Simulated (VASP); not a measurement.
# PtS2 in VASP: a series of runs

PtS2 is run at these levels: PBE+D3(BJ); tasks: single point.

Everything below comes from runs of VASP 6.6.1. Logs are shortened: lines on timing, memory, paths and dates and some standing lists are left out, and cuts for length are marked.

## 1. The cell of the first run

The cell holds a slab with vacuum, 6 atoms: a = 3.541 Å, b = 3.541 Å, c = 22.467 Å, α = 90.00°, β = 90.00°, γ = 120.00°.

## 2. Single point, PBE+D3(BJ) (layers slid over each other)

INCAR reads:

```
ALGO = Normal ; DIPOL = 0.5 0.5 0.394
EDIFF = 1E-6 ; ENCUT = 520
GGA = PE ; IDIPOL = 3
ISIF = 2 ; ISMEAR = 0
IVDW = 12 ; LASPH = True
LCHARG = False ; LDIPOL = True
LREAL = False ; LWAVE = False
NBANDS = 31 ; NELM = 60
PREC = Accurate ; SIGMA = 0.05
```

KPOINTS reads:

```
k-points
0
Gamma
  9 9 1
```

POSCAR reads:

```
PtS2
1.0
    3.5414386157      0.0000000000      0.0000000000
   -1.7707193078      3.0669758072      0.0000000000
    0.0000000000      0.0000000000     22.4671575440
S Pt
4 2
Direct
    0.6666666667      0.3333333333      0.2002923597
    0.3333333333      0.6666666667      0.3108349936
    0.5000000000      0.6666666667      0.4773001992
    0.1666666667      1.0000000000      0.5878428332
    0.0000000000      0.0000000000      0.2555636767
   -0.1666666667      0.3333333333      0.5325715162
```

Potentials or basis: VASP PAW PBE potentials, release 64 (S, Pt).

Started as:

```bash
cat potpaw_PBE.64/S/POTCAR potpaw_PBE.64/Pt/POTCAR > POTCAR
mpirun -np 1 vasp_std > vasp.out
```

OUTCAR:

```text
EDIFF = 1E-6
   ENCUT = 520
   GGA = PE
   ISIF = 2
   ISMEAR = 0
   IVDW = 12
   LASPH = True
   LREAL = False
   NELM = 60
   PREC = Accurate
 IVDW          = 12

 ion  position               nearest neighbor table
   1  0.667  0.333  0.200-   5 2.39   5 2.39   5 2.39
   2  0.333  0.667  0.311-   5 2.39   5 2.39   5 2.39
   3  0.500  0.667  0.477-   6 2.39   6 2.39   6 2.39
   4  0.167  0.000  0.588-   6 2.39   6 2.39   6 2.39
   5  0.000  0.000  0.256-   2 2.39   2 2.39   2 2.39   1 2.39   1 2.39   1 2.39
   6  0.833  0.333  0.533-   4 2.39   3 2.39   3 2.39   4 2.39   3 2.39   4 2.39

  LATTYP: Found a hexagonal cell.
 ALAT       =     3.5414386157
 C/A-ratio  =     6.3440765130

  Lattice vectors:

 A1 = (   3.5414386157,   0.0000000000,   0.0000000000)
 A2 = (  -1.7707193078,   3.0669758072,   0.0000000000)
 A3 = (   0.0000000000,   0.0000000000,  22.4671575440)

Analysis of symmetry for initial positions (statically):
=====================================================================
 Subroutine PRICEL returns:
 Original cell was already a primitive cell.

 Routine SETGRP: Setting up the symmetry group for a
 hexagonal supercell.

 Subroutine GETGRP returns: Found  2 space group operations
 (whereof  1 operations were pure point group operations)
 out of a pool of 24 trial point group operations.

The static configuration has the point symmetry C_1 .
 The point group associated with its full space group is S_2 .

Analysis of symmetry for dynamics (positions and initial velocities):
=====================================================================
 Subroutine PRICEL returns:
 Original cell was already a primitive cell.

 Routine SETGRP: Setting up the symmetry group for a
 hexagonal supercell.

 Subroutine GETGRP returns: Found  2 space group operations
 (whereof  1 operations were pure point group operations)
 out of a pool of 24 trial point group operations.

The dynamic configuration has the point symmetry C_1 .
 The point group associated with its full space group is S_2 .

 Subroutine INISYM returns: Found  2 space group operations
 (whereof  1 operations are pure point group operations),
 and found     1 'primitive' translations

----------------------------------------------------------------------------------------

                                     Primitive cell

  volume of cell :     244.0272

  direct lattice vectors                    reciprocal lattice vectors
[... 106 lines left out ...]
   NELECT =      44.0000    total number of electrons
   NUPDOWN=      -1.0000    fix difference up-down
   EMIN   =  10.00;   EMAX   =-10.00  energy-range for DOS
   EFERMI =   0.00;   METHOD = LEGACY
   ISMEAR =     0;   SIGMA  =   0.05  broadening in eV -4-tet -1-fermi 0-gaus
   EFERMI_NEDOS =   21; number of points for ismear=-14 and -15
   IALGO  =     38    algorithm
   IMIX   =      4    mixing-type and parameters
     AMIX     =   0.40;   BMIX     =  1.00
     AMIX_MAG =   1.60;   BMIX_MAG =  1.00
  volume/ion in A,a.u.               =      40.67       274.46
  Fermi-wavevector in a.u.,A,eV,Ry     =   0.924868  1.747747 11.638157  0.855380
  Thomas-Fermi vector in A             =   2.050660
   LORBIT       =      0    0 simple, 1 ext, 2 COOP (PROOUT), +10 PAW based schemes
   GGA     = PE    functional components
   LHFCALC =     F    Hartree Fock is set to
   AEXX    =    0.0000 exact exchange contribution
   IVDW    =    12    specifies the selected vdW correction
   LEPSILON=     F    determine dielectric tensor
   LRPA    =     F    only Hartree local field effects (RPA)
 non-spin polarized calculation
 Gauss-broadening in eV      SIGMA  =   0.05
  energy-cutoff  :      520.00
  volume of cell :      244.03
 maximum number of plane-waves:      6671
   NGX = 13   NGY = 13   NGZ = 83

 dipolmoment           0.000000      0.000000      0.000005 electrons x Angstroem

 number of electron      44.0000000 magnetization

 dipolmoment           0.000000      0.000000     -0.000008 electrons x Angstroem

 Free energy of the ion-electron system (eV)
  ---------------------------------------------------
  ext. energy  EPLUGINS =         0.00000000
  ---------------------------------------------------
  free energy    TOTEN  =       -30.89708642 eV

  energy without entropy =      -30.89708642  energy(sigma->0) =      -30.89708642

 E-fermi :  -0.4187     XC(G=0):  -5.4967

 val. band max:       -0.6623644617   @ k =   0.1111   0.1111   0.0000
 cond. band min:       0.8660442075   @ k =   0.0000   0.2222   0.0000
 fundamental gap:      1.5284086693
 Fermi energy:        -0.4187250063

 k-point     1 :       0.0000    0.0000    0.0000
  band No.  band energies     occupation
      1     -14.8970      2.00000
      2     -14.8727      2.00000
      3     -12.7154      2.00000
      4     -12.6549      2.00000
      5      -6.3865      2.00000
      6      -6.3856      2.00000
[... 805 lines left out ...]
     30       6.8483      0.00000
     31       7.3467      0.00000

 [... further k-points ...]

------------------------ aborting loop because EDIFF is reached ----------------------------------------

 vacuum level on the upper side and lower side of the slab       (xc-potential included)        -0.254        -0.255

 Edisp (eV)   -1.84528

 E8    (eV) :    -0.7656

  FORCE on cell =-STRESS in cart. coord.  units (eV):
  Direction    XX          YY          ZZ          XY          YZ          ZX
  --------------------------------------------------------------------------------------
  -------------------------------------------------------------------------------------
  Total      -0.44893    -0.46110    -0.64993    -0.00872     0.00094     0.06437
  in kB      -2.94749    -3.02739    -4.26715    -0.05722     0.00616     0.42263
  external pressure =       -3.41 kB  Pullay stress =        0.00 kB

 VOLUME and BASIS-vectors are now :
 -----------------------------------------------------------------------------
  energy-cutoff  :      520.00
  volume of cell :      244.03
      direct lattice vectors                 reciprocal lattice vectors
     3.541438616  0.000000000  0.000000000     0.282371123  0.163027044  0.000000000
    -1.770719308  3.066975807  0.000000000     0.000000000  0.326054088  0.000000000
     0.000000000  0.000000000 22.467157544     0.000000000  0.000000000  0.044509413

 POSITION                                       TOTAL-FORCE (eV/Angst)
 -----------------------------------------------------------------------------------
      1.77072      1.02233      4.50000        -0.006711      0.000555      0.043248
     -0.00000      2.04465      6.98358        -0.014652      0.001313     -0.007405
      0.59024      2.04465     10.72358         0.014652     -0.001313      0.007405
      0.59024      0.00000     13.20716         0.006711     -0.000555     -0.043248
      0.00000      0.00000      5.74179         0.007970     -0.001691      0.042026
      2.36096      1.02233     11.96537        -0.007970      0.001691     -0.042026
 -----------------------------------------------------------------------------------
    total drift:                               -0.000002     -0.000002     -0.000271

  FREE ENERGIE OF THE ION-ELECTRON SYSTEM (eV)
  ---------------------------------------------------
  free  energy   TOTEN  =       -32.7423649845 eV

  energy  without entropy=      -32.7423649845  energy(sigma->0) =      -32.74236498

 vacuum level on the upper side and lower side of the slab         5.253         5.252
```

stdout:

```text
POSCAR found type information on POSCAR S Pt
 POSCAR found :  2 types and       6 ions
 scaLAPACK will be used
 LDA part: xc-table for (Slater+PW92), standard interpolation
 POSCAR, INCAR and KPOINTS ok, starting setup
 FFT: planning ... GRIDC
 FFT: planning ... GRID_SOFT
 FFT: planning ... GRID
 WAVECAR not read
 entering main loop
```

Run time: 7.2 min. Hardware: 1 thread of Intel Xeon Platinum 8259CL at 2.50GHz (Skylake/Cascade Lake), shared host; peak memory 0.51 GiB.

What came out:

- Free energy: -32.7424 eV
- Largest force: 0.044 eV/Å
- Band gap on the k mesh: 1.53 eV (least direct gap 1.62 eV)
- Dispersion energy per atom: -0.308 eV

Forces in eV/Å, atoms in the order of the input:
```
S   -0.007  0.001  0.043
S   -0.015  0.001 -0.007
S    0.015 -0.001  0.007
S    0.007 -0.001 -0.043
Pt   0.008 -0.002  0.042
Pt  -0.008  0.002 -0.042
```

Levels at points of the mesh, in eV from the valence-band top:
```
           k point  band 20  band 21  band 22  band 23  band 24  band 25
(0.00, 0.00, 0.00)    -0.43    -0.42    -0.41     3.03     3.04     3.07
```

Caveat: the cell differs from its parent crystal (layers slid over each other); spin-orbit coupling is left out, which moves the levels of the heavy elements.

## 3. Single point, PBE+D3(BJ) (layers slid over each other)

INCAR reads:

```
PREC = Accurate
ENCUT = 520
EDIFF = 1E-7
ISMEAR = 0
SIGMA = 0.05
LREAL = F
LASPH = T
NELM = 60
ALGO = Normal
ISIF = 2
LWAVE = F
LCHARG = F
LDIPOL = T
IDIPOL = 3
DIPOL = 0.5 0.5 0.416
GGA = PE
IVDW = 12
NBANDS = 31
```

KPOINTS reads:

```
Automatic mesh
0
Gamma
  9 9 1
```

POSCAR reads:

```
PtS2
1.0
    3.5414386157      0.0000000000      0.0000000000
   -1.7707193078      3.0669758072      0.0000000000
    0.0000000000      0.0000000000     22.4671575440
S Pt
4 2
Direct
    0.6666666667      0.3333333333      0.2002923597
    0.3333333333      0.6666666667      0.3108349936
    0.5000000000      0.6666666667      0.5218096125
    0.1666666667      1.0000000000      0.6323522464
    0.0000000000      0.0000000000      0.2555636767
   -0.1666666667      0.3333333333      0.5770809295
```

Potentials or basis: VASP PAW PBE potentials, release 64 (S, Pt).

Started as:

```bash
cat potpaw_PBE.64/S/POTCAR potpaw_PBE.64/Pt/POTCAR > POTCAR
mpirun -np 1 vasp_std > vasp.out
```

Wall time 10 min (1 thread of Intel Xeon Platinum 8259CL at 2.50GHz (Skylake/Cascade Lake), shared host); peak memory 0.51 GiB.

Results (log left out):

```yaml
Free_energy: -32.6615 eV
Largest_force: 0.043 eV/Å
Band_gap_on_the_k_mesh: 1.76 eV (least direct gap 1.83 eV)
Dispersion_energy_per_atom: -0.292 eV
```

Forces on the atoms (eV/Å):
```
S    0.000  0.000  0.043
S    0.000  0.000 -0.001
S    0.000  0.000  0.001
S    0.000  0.000 -0.043
Pt   0.000  0.000  0.022
Pt   0.000  0.000 -0.022
```

Levels at points of the mesh, in eV from the valence-band top:
```csv
k point,band 19,band 20,band 21,band 22,band 23,band 24,band 25,band 26
"(0.00, 0.00, 0.00)",-0.24,-0.24,-0.24,-0.24,3.24,3.24,3.24,3.24
```

Caveat: the cell differs from its parent crystal (layers slid over each other); spin-orbit coupling is left out, which moves the levels of the heavy elements.
